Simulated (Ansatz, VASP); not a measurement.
**One calculation of MgI2, two programs**

INCAR

```
  PREC = Accurate
  ENCUT = 520
  EDIFF = 1E-6
  ISMEAR = 0
  SIGMA = 0.05
  LREAL = False
  LASPH = True
  NELM = 100
  ALGO = Normal
  ISIF = 2
  LWAVE = False
  LCHARG = False
  GGA = PE
  NBANDS = 15
```

The input KPOINTS:

```
Automatic mesh
0
Gamma
  6 6 4
```

File POSCAR:

```
MgI2
1.0
    4.1537001214      0.0000000000      0.0000000000
   -2.0768500607      3.5972098248      0.0000000000
    0.0000000000      0.0000000000      6.8620000000
Mg I
1 2
Direct
   -0.0312742391     -0.0625484781     -0.0327892743
    0.3333333333      0.6666666667      0.7576300000
    0.6666666667      0.3333333333      0.2423700000
```

Input for Ansatz:

```yaml
crystal:
  lattice:
    - [4.1537001214, 0.0, 0.0]
    - [-2.0768500607, 3.5972098248, 0.0]
    - [0.0, 0.0, 6.862]
  atoms:
    - { symbol: Mg, position: [-0.0312742391, -0.0625484781, -0.0327892743] }
    - { symbol: I, position: [0.3333333333, 0.6666666667, 0.75763] }
    - { symbol: I, position: [0.6666666667, 0.3333333333, 0.24237] }
basis:
  ecutwfc: 420
kpoints:
  mp_grid: { grid: [6, 6, 4] }
hamiltonian:
  xc: pbe
scf:
  occupations: { method: gaussian, width: 0.05 }
output:
  forces: true
  stress: true
  eigenvalues: true
```

Alike in both runs: task single point; functional PBE; k mesh 6 × 6 × 4; occupations gaussian, width 0.05 eV; no spin polarisation.

```csv
,VASP,Ansatz
version,VASP 6.6.1,Ansatz 0.2.0
potentials or method,"VASP PAW PBE potentials, release 64 (Mg, I), cutoff 520 eV","scalar-relativistic, plane waves, PAW"
valence electrons in the cell,16,44
```

|  | VASP | Ansatz | Ansatz less VASP |
| --- | --- | --- | --- |
| gap on the k mesh at the Fermi level (eV) | 3.03 | 3.05 | +0.017 |
| least direct gap on the mesh (eV) | 3.14 | 3.16 | +0.016 |
| pressure (GPa) | 2.1 | 2.1 | +0.05 |
| traceless stress, the component that is largest in VASP (GPa) | 1.02 | 1.02 | 0.000 |
| rms of the force components (eV/Å) | 0.599 | 0.599 | +0.0005 |

Atom by atom the forces differ by 0.004 eV/Å (rms over components). VASP's potentials hold 16 valence electrons a cell and Ansatz's 44, so a difference there can come from the potentials and not from the codes.

Neither program's run includes spin-orbit coupling.
